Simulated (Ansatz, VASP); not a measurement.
TiSi2: VASP beside Ansatz

File INCAR:

```
SYSTEM = TiSi2
ALGO = Normal ; EDIFF = 1E-6
ENCUT = 520 ; GGA = PE
ISIF = 2 ; ISMEAR = -1
LASPH = .TRUE. ; LCHARG = .FALSE.
LREAL = .FALSE. ; LWAVE = .FALSE.
NBANDS = 29 ; NELM = 100
PREC = Accurate ; SIGMA = 0.05
```

The input KPOINTS:

```
k-points
0
G
  7 7 7
  0 0 0
```

File POSCAR:

```
TiSi2
1.0
    0.0000000000      4.1447854209      4.2911297696
    2.4053369975      0.0000000000      4.2911297696
    2.4053369975      4.1447854209      0.0000000000
Ti Si
2 4
Direct
    0.7500000000      0.7500000000      0.7500000000
    0.5000000000      0.5000000000      0.5000000000
    0.4125656100      0.0874343900      0.4125656100
    0.0874343900      0.4125656100      0.0874343900
    0.1625656100      0.8374343900      0.1625656100
    0.8374343900      0.1625656100      0.8374343900
```

Contents of input.yaml:

```yaml
crystal:
  lattice:
    - [0.0, 4.1447854209, 4.2911297696]
    - [2.4053369975, 0.0, 4.2911297696]
    - [2.4053369975, 4.1447854209, 0.0]
  atoms:
    - { symbol: Ti, position: [0.75, 0.75, 0.75] }
    - { symbol: Ti, position: [0.5, 0.5, 0.5] }
    - { symbol: Si, position: [0.41256561, 0.08743439, 0.41256561] }
    - { symbol: Si, position: [0.08743439, 0.41256561, 0.08743439] }
    - { symbol: Si, position: [0.16256561, 0.83743439, 0.16256561] }
    - { symbol: Si, position: [0.83743439, 0.16256561, 0.83743439] }
kpoints:
  mp_grid: { grid: [7, 7, 7] }
scf:
  occupations: { method: fermi_dirac, width: 0.05 }
hamiltonian:
  xc: pbe
  pseudopotentials: { kind: all_electron, lapw: { basis_error: 0.001 } }
output:
  forces: true
  stress: true
  eigenvalues: true
```

Change from the starting cell: volume scaled by 1.02.

Alike in both runs: task single point; functional PBE; k mesh 7 × 7 × 7; occupations fermi-dirac, width 0.05 eV; no spin polarisation.

|  | VASP | Ansatz |
| --- | --- | --- |
| version | VASP 6.6.1 | Ansatz 0.2.0 |
| potentials or method | VASP PAW PBE potentials, release 64 (Ti_sv, Si), cutoff 520 eV | all-electron LAPW, scalar-relativistic |

|  | VASP | Ansatz | Ansatz less VASP |
| --- | --- | --- | --- |
| gap on the k mesh at the Fermi level (eV) | none | none | - |
| pressure (GPa) | -0.8 | -0.8 | 0.00 |
| traceless stress, the component that is largest in VASP (GPa) | -0.77 | -0.77 | -0.007 |
| rms of the force components (eV/Å) | 0.004 | 0.005 | +0.0004 |

Atom by atom the forces differ by 0.000 eV/Å (rms over components). A gap of «none» marks a metal or a gap that the smearing closes. Ansatz ran all-electron here, and VASP with PAW potentials.
